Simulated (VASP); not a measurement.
Crystal: TaCd3.

```
CELL_PARAMETERS angstrom
4.24895 0.00000 0.00000
0.00000 4.24895 0.00000
0.00000 0.00000 4.24895
ATOMIC_POSITIONS crystal
Ta 0.00000 0.00000 0.00000
Cd 0.00000 0.50000 0.50000
Cd 0.50000 0.00000 0.50000
Cd 0.50000 0.50000 0.00000
```

| Item | Value |
| --- | --- |
| Program | VASP 6.6.1 |
| Task | relaxation of cell and atoms |
| Functional | PBE |
| Potentials or basis | VASP PAW PBE potentials, release 64 (Ta_pv, Cd) |
| Cutoff | 600 eV |
| k mesh | 10 × 10 × 10 |
| Occupations | gaussian, width 0.1 eV |
| Spin | no spin polarisation |

At the start: pressure 4.1 GPa; volume 19.18 Å³/atom.

Task: How do energy, volume and symmetry change on relaxing?

Result: Over 3 steps the energy falls by 8.8 meV/atom and the volume is 19.90 Å³/atom (+3.8 %); space group Pm-3m (No. 221, to 0.1 Å) before and after.

Step by step:
```csv
step,energy change (eV),largest force (eV/Å),pressure (GPa),volume (Å³)
1,0.0000,0.0000,4.06,76.71
2,-0.0099,0.0000,-2.97,82.23
3,-0.0352,0.0000,-0.03,79.61
```

Final structure:
```cif
data_structure
_symmetry_space_group_name_H-M 'P 1'
_symmetry_Int_Tables_number 1
_cell_length_a 4.3018
_cell_length_b 4.3018
_cell_length_c 4.3018
_cell_angle_alpha 90.000
_cell_angle_beta 90.000
_cell_angle_gamma 90.000
_cell_volume 79.61
loop_
_atom_site_label
_atom_site_type_symbol
_atom_site_fract_x
_atom_site_fract_y
_atom_site_fract_z
_atom_site_occupancy
Ta1 Ta 0.00000 0.00000 0.00000 1
Cd1 Cd 0.00000 0.50000 0.50000 1
Cd2 Cd 0.50000 0.00000 0.50000 1
Cd3 Cd 0.50000 0.50000 0.00000 1
```
